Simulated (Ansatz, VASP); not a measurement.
## Cs2KCrTe6: VASP beside Ansatz

File INCAR:

```
PREC = Accurate
ENCUT = 520
EDIFF = 1E-7
ISMEAR = 1
SIGMA = 0.0199
LREAL = False
LASPH = True
NELM = 100
ALGO = Normal
ISIF = 2
LWAVE = False
LCHARG = False
GGA = PE
NBANDS = 48
```

KPOINTS

```
regular mesh
0
Gamma
  3 3 3
```

File POSCAR:

```
Cs2KCrTe6
1.0
    0.0000000000      5.3562760000      5.3562760000
    5.3562760000      0.0000000000      5.3562760000
    5.3562760000      5.3562760000      0.0000000000
K Cr Te Cs
1 1 6 2
Direct
    0.5000000000      0.5000000000      0.5000000000
    0.0000000000      0.0000000000      0.0000000000
    0.7850000000      0.2150000000      0.2150000000
    0.2150000000      0.7850000000      0.2150000000
    0.2150000000      0.7850000000      0.7850000000
    0.7850000000      0.2150000000      0.7850000000
    0.2150000000      0.2150000000      0.7850000000
    0.7850000000      0.7850000000      0.2150000000
    0.2500000000      0.2500000000      0.2500000000
    0.7500000000      0.7500000000      0.7500000000
```

Input for Ansatz:

```yaml
crystal:
  lattice:
    - [0.0, 5.356276, 5.356276]
    - [5.356276, 0.0, 5.356276]
    - [5.356276, 5.356276, 0.0]
  atoms:
    - { symbol: K, position: [0.5, 0.5, 0.5] }
    - { symbol: Cr, position: [0.0, 0.0, 0.0] }
    - { symbol: Te, position: [0.785, 0.215, 0.215] }
    - { symbol: Te, position: [0.215, 0.785, 0.215] }
    - { symbol: Te, position: [0.215, 0.785, 0.785] }
    - { symbol: Te, position: [0.785, 0.215, 0.785] }
    - { symbol: Te, position: [0.215, 0.215, 0.785] }
    - { symbol: Te, position: [0.785, 0.785, 0.215] }
    - { symbol: Cs, position: [0.25, 0.25, 0.25] }
    - { symbol: Cs, position: [0.75, 0.75, 0.75] }
  symmetry: { tolerance: 0.0003 }
kpoints:
  mp_grid: { grid: [3, 3, 3], shift: [0, 0, 0] }
magnetization:
  spin_polarized: false
scf:
  occupations: { method: cold, width: 0.0199 }
hamiltonian:
  pseudopotentials: { kind: paw }
  xc: pbe
basis:
  ecutwfc: 420
output:
  forces: true
  stress: true
  eigenvalues: true
```

Alike in both runs: task single point; functional PBE; k mesh 3 × 3 × 3; no spin polarisation.

```csv
,VASP,Ansatz
version,VASP 6.6.1,Ansatz 0.2.0
potentials or method,"VASP PAW PBE potentials, release 64 (K_sv, Cr_pv, Te, Cs_sv), cutoff 520 eV",PAW plane waves
occupations,"methfessel-paxton of order 1, width 0.0199 eV","cold, width 0.0199 eV"
valence electrons in the cell,75,137
```

VASP gave:

```
gap on the k mesh at the Fermi level (eV) : none
pressure (GPa)                            : 15.4
rms of the force components (eV/Å)        : 1.972
```

Which values does Ansatz return?

gap on the k mesh at the Fermi level (eV): none; pressure (GPa): 15.5; rms of the force components (eV/Å): 1.995.

Atom by atom the forces differ by 0.024 eV/Å (rms over components). A gap of «none» marks a metal or a gap that the smearing closes. VASP's potentials hold 75 valence electrons a cell and Ansatz's 137, so a difference there can come from the potentials and not from the codes.

Spin-orbit coupling is off throughout.
